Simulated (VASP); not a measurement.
# Hf (P2_1/m) in VASP: notebook

Runs on Hf. Level: PBE. Tasks: single point.

All numbers are computed with VASP 6.6.1; they aren't measurements. Logs are shortened: lines on timing, memory, paths and dates and some standing lists are left out, and cuts for length are marked.

## (1) The cell of the first run

The structure is monoclinic, space group P2_1/m (No. 11). Conventional cell: a = 3.197 Å, b = 5.058 Å, c = 3.197 Å, α = 90.00°, β = 120.00°, γ = 90.00°. Within 3.9 Å of Hf (site symmetry m) lie 12 Hf at 2.96 to 3.28 Å.

## (2) Single point, PBE (atom 1 (Hf) moved by (-0.225, -0.225) A along x and y)

File INCAR:

```
PREC = Accurate
ENCUT = 520
EDIFF = 1E-6
ISMEAR = 0
SIGMA = 0.15
LREAL = False
LASPH = True
NELM = 100
ALGO = Fast
ISIF = 2
LWAVE = False
LCHARG = False
GGA = PE
NBANDS = 17
```

File KPOINTS:

```
Automatic mesh
0
Gamma
  18 18 10
```

File POSCAR:

```
Hf
1.0
    3.1966985242      0.0000000000      0.0000000000
   -1.5983492621      2.7684221302      0.0000000000
    0.0000000000      0.0000000000      5.0578000000
Hf
2
Direct
    0.2223113499      0.5853929340      0.2500000000
    0.6666666667      0.3333333333      0.7500000000
```

Potentials or basis: VASP PAW PBE potentials, release 64 (Hf_pv).

On the command line:

```bash
$ cat potpaw_PBE.64/Hf_pv/POTCAR > POTCAR
$ mpirun -np 1 vasp_std > vasp.out
```

OUTCAR:

```text
PREC = Accurate
   ENCUT = 520
   EDIFF = 1E-6
   ISMEAR = 0
   LREAL = False
   LASPH = True
   NELM = 100
   ISIF = 2
   GGA = PE

 ion  position               nearest neighbor table
   1  0.222  0.585  0.250-   2 2.96   2 2.96   2 3.19   2 3.19   2 3.28   2 3.28
   2  0.667  0.333  0.750-   1 2.96   1 2.96   1 3.19   1 3.19   1 3.28   1 3.28

  LATTYP: Found a hexagonal cell.
 ALAT       =     3.1966985242
 C/A-ratio  =     1.5821948681

  Lattice vectors:

 A1 = (   3.1966985242,   0.0000000000,   0.0000000000)
 A2 = (  -1.5983492621,   2.7684221302,   0.0000000000)
 A3 = (   0.0000000000,   0.0000000000,   5.0578000000)

Analysis of symmetry for initial positions (statically):
=====================================================================
 Subroutine PRICEL returns:
 Original cell was already a primitive cell.

 Routine SETGRP: Setting up the symmetry group for a
 hexagonal supercell.

 Subroutine GETGRP returns: Found  4 space group operations
 (whereof  1 operations were pure point group operations)
 out of a pool of 24 trial point group operations.

The static configuration has the point symmetry C_1 .
 The point group associated with its full space group is C_2h.

Analysis of symmetry for dynamics (positions and initial velocities):
=====================================================================
 Subroutine PRICEL returns:
 Original cell was already a primitive cell.

 Routine SETGRP: Setting up the symmetry group for a
 hexagonal supercell.

 Subroutine GETGRP returns: Found  4 space group operations
 (whereof  1 operations were pure point group operations)
 out of a pool of 24 trial point group operations.

The dynamic configuration has the point symmetry C_1 .
 The point group associated with its full space group is C_2h.

 Subroutine INISYM returns: Found  4 space group operations
 (whereof  1 operations are pure point group operations),
 and found     1 'primitive' translations

----------------------------------------------------------------------------------------

                                     Primitive cell

  volume of cell :      44.7606

  direct lattice vectors                    reciprocal lattice vectors
[... 77 lines left out ...]
 SYSTEM =  unknown system
   PREC   = accura    normal or accurate (medium, high low for compatibility)
   ISTART =      0    job   : 0-new  1-cont  2-samecut
   ICHARG =      2    charge: 1-file 2-atom 10-const
   ISPIN  =      1    spin polarized calculation?
   LNONCOLLINEAR =      F non collinear calculations
   LSORBIT =      F    spin-orbit coupling
   LASPH  =      T    aspherical Exc in radial PAW
   ENCUT  =  520.0 eV  38.22 Ry    6.18 a.u.   5.94  5.94  9.40*2*pi/ulx,y,z
   NELM   =    100;   NELMIN=  2; NELMDL= -5     # of ELM steps
   EDIFF  = 0.1E-05   stopping-criterion for ELM
   LREAL  =      F    real-space projection
   EDIFFG = 0.1E-04   stopping-criterion for IOM
   NSW    =      0    number of steps for IOM
   IBRION =     -1    ionic relax: 0-MD 1-quasi-New 2-CG
   NFREE  =      0    steps in history (QN), initial steepest desc. (CG)
   ISIF   =      2    stress and relaxation
   ISYM   =      2    0-nonsym 1-usesym 2-fastsym
   POTIM  = 0.5000    time-step for ionic-motion
   TEBEG  =    0.0;   TEEND  =   0.0 temperature during run
   PSTRESS=    0.0 pullay stress
   NELECT =      20.0000    total number of electrons
   NUPDOWN=      -1.0000    fix difference up-down
   EMIN   =  10.00;   EMAX   =-10.00  energy-range for DOS
   EFERMI =   0.00;   METHOD = LEGACY
   ISMEAR =     0;   SIGMA  =   0.15  broadening in eV -4-tet -1-fermi 0-gaus
   EFERMI_NEDOS =   21; number of points for ismear=-14 and -15
   IALGO  =     68    algorithm
   IMIX   =      4    mixing-type and parameters
     AMIX     =   0.40;   BMIX     =  1.00
     AMIX_MAG =   1.60;   BMIX_MAG =  1.00
  volume/ion in A,a.u.               =      22.38       151.03
  Fermi-wavevector in a.u.,A,eV,Ry     =   1.251564  2.365112 21.312324  1.566412
  Thomas-Fermi vector in A             =   2.385505
   LORBIT       =      0    0 simple, 1 ext, 2 COOP (PROOUT), +10 PAW based schemes
   GGA     = PE    functional components
   LHFCALC =     F    Hartree Fock is set to
   AEXX    =    0.0000 exact exchange contribution
   IVDW    =     0    specifies the selected vdW correction
   LEPSILON=     F    determine dielectric tensor
   LRPA    =     F    only Hartree local field effects (RPA)
 non-spin polarized calculation
 RMM-DIIS sequential band-by-band and
 Gauss-broadening in eV      SIGMA  =   0.15
  energy-cutoff  :      520.00
  volume of cell :       44.76
 maximum number of plane-waves:      1236
   NGX = 11   NGY = 11   NGZ = 19

 number of electron      20.0000002 magnetization

 Free energy of the ion-electron system (eV)
  ---------------------------------------------------
  ext. energy  EPLUGINS =         0.00000000
  ---------------------------------------------------
  free energy    TOTEN  =       -19.75473436 eV

  energy without entropy =      -19.73037489  energy(sigma->0) =      -19.74255462

 E-fermi :   4.8169     XC(G=0): -11.2782

 val. band max:        4.8157291247   @ k =  -0.0556   0.2222   0.2000
 cond. band min:       4.8181537325   @ k =  -0.3889  -0.4444  -0.3000
 fundamental gap:      0.0024246078
 Fermi energy:         4.8168755042

 k-point     1 :       0.0000    0.0000    0.0000
  band No.  band energies     occupation
      1     -26.2011      2.00000
      2     -25.4595      2.00000
      3     -25.3786      2.00000
      4     -25.3457      2.00000
      5     -25.2650      2.00000
      6     -25.2590      2.00000
[... 457 lines left out ...]
      4     -25.6000      2.00000
      5     -25.3804      2.00000
      6     -25.3540      2.00000
[... 9 lines left out ...]
     16      10.9288      0.00000
     17      10.9449      0.00000

 [... further k-points ...]
[... 5 lines left out ...]
  --------------------------------------------------------------------------------------
  -------------------------------------------------------------------------------------
  Total        0.3312563     -0.7670639      0.4151428      0.6737489      0.0000000      0.0000000
  in kB       11.8571166    -27.4565815     14.8597821     24.1164295      0.0000000      0.0000000
  external PRESSURE =      -0.2465609 kB  Pullay stress =       0.0000000 kB

 VOLUME and BASIS-vectors are now :
 -----------------------------------------------------------------------------
  energy-cutoff  :      520.00
  volume of cell :       44.76
      direct lattice vectors                 reciprocal lattice vectors
     3.196698524  0.000000000  0.000000000     0.312822743  0.180608295  0.000000000
    -1.598349262  2.768422130  0.000000000     0.000000000  0.361216589  0.000000000
     0.000000000  0.000000000  5.057800000     0.000000000  0.000000000  0.197714421

 POSITION                                       TOTAL-FORCE (eV/Angst)
 -----------------------------------------------------------------------------------
     -0.22500      1.62061      1.26445         0.460788      0.388693     -0.000000
      1.59835      0.92281      3.79335        -0.460788     -0.388693      0.000000
 -----------------------------------------------------------------------------------
    total drift:                                0.000003     -0.000002      0.000000

  FREE ENERGIE OF THE ION-ELECTRON SYSTEM (eV)
  ---------------------------------------------------
  free  energy   TOTEN  =       -19.7547343571 eV

  energy  without entropy=      -19.7303748910  energy(sigma->0) =      -19.74255462
```

stdout:

```text
POSCAR found type information on POSCAR Hf
 POSCAR found :  1 types and       2 ions
 scaLAPACK will be used
 LDA part: xc-table for (Slater+PW92), standard interpolation
 POSCAR, INCAR and KPOINTS ok, starting setup
 FFT: planning ... GRIDC
 FFT: planning ... GRID_SOFT
 FFT: planning ... GRID
 WAVECAR not read
 entering main loop
```

Wall time 4.4 min (1 thread of Intel Xeon 6975P-C (Granite Rapids), shared host); peak memory 0.67 GiB.

Results:

```yaml
Free_energy: -19.7547 eV
Pressure: 0.0 GPa
Largest_force: 0.603 eV/Å
Band_gap_on_the_k_mesh: zero (bands 10 and 11 overlap by 1.58 eV)
```

Forces on the atoms (eV/Å):
```
Hf   0.461  0.389  0.000
Hf  -0.461 -0.389  0.000
```

Stress tensor (GPa, compression positive):
```
 1.19  2.41  0.00
 2.41 -2.75  0.00
 0.00  0.00  1.49
```

Caveat: the cell differs from its parent crystal (atom 1 (Hf) moved by (-0.225, -0.225) A along x and y); spin-orbit coupling is left out, which moves the levels of the heavy elements.

## (3) Single point, PBE (atom 1 (Hf) moved by (-0.225, +0.225) A along x and y)

File INCAR:

```
PREC = Accurate ; ENCUT = 520
EDIFF = 1E-6 ; ISMEAR = 0
SIGMA = 0.15 ; LREAL = False
LASPH = True ; NELM = 100
ALGO = Fast ; ISIF = 2
LWAVE = False ; LCHARG = True
GGA = PE ; LELF = True
LVHAR = True ; NBANDS = 17
```

KPOINTS is that of step 2.

POSCAR: that of step 2 with these lines changed.

```diff
@@ -8,3 +8,3 @@
 Direct
-    0.2223113499      0.5853929340      0.2500000000
+    0.3035850825      0.7479403993      0.2500000000
     0.6666666667      0.3333333333      0.7500000000
```

Potentials or basis: VASP PAW PBE potentials, release 64 (Hf_pv).

On the command line:

```bash
$ cat potpaw_PBE.64/Hf_pv/POTCAR > POTCAR
$ mpirun -np 1 vasp_std > vasp.out
```

It took 5.2 min on 1 thread of Intel Xeon 6975P-C (Granite Rapids), shared host; peak memory 0.67 GiB.

It converged, with:

| Quantity | Value |
| --- | --- |
| Free energy | -19.7654 eV |
| Pressure | 0.1 GPa |
| Largest force | 0.522 eV/Å |
| Band gap on the k mesh | zero (bands 10 and 11 overlap by 1.38 eV) |

Forces on the atoms (eV/Å):
```
Hf   0.332 -0.403  0.000
Hf  -0.332  0.403  0.000
```

Stress tensor (GPa, compression positive):
```
-2.46  1.48  0.00
 1.48  1.43  0.00
 0.00  0.00  1.29
```

Levels at points of the mesh, in eV from the Fermi level:
```tsv
k point	band 8	band 9	band 10	band 11	band 12	band 13
(0.00, 0.00, 0.00)	-3.61	0.74	0.92	1.09	1.55	2.06
(0.50, 0.00, 0.00)	-2.57	-1.96	-0.70	0.62	1.24	1.32
(0.00, 0.50, 0.00)	-2.67	-1.66	-0.80	0.15	1.16	1.31
(0.50, 0.50, 0.00)	-2.65	-2.59	-0.51	0.68	2.18	2.23
(0.00, 0.00, 0.50)	-5.31	0.20	0.20	1.14	1.14	1.38
(0.50, 0.00, 0.50)	-3.38	-1.03	-1.03	1.21	1.21	3.15
(0.00, 0.50, 0.50)	-3.45	-0.92	-0.92	1.23	1.23	2.99
(0.50, 0.50, 0.50)	-3.04	-1.17	-1.17	1.29	1.29	2.73
```

Caveat: the cell differs from its parent crystal (atom 1 (Hf) moved by (-0.225, +0.225) A along x and y); spin-orbit coupling is left out, which moves the levels of the heavy elements.
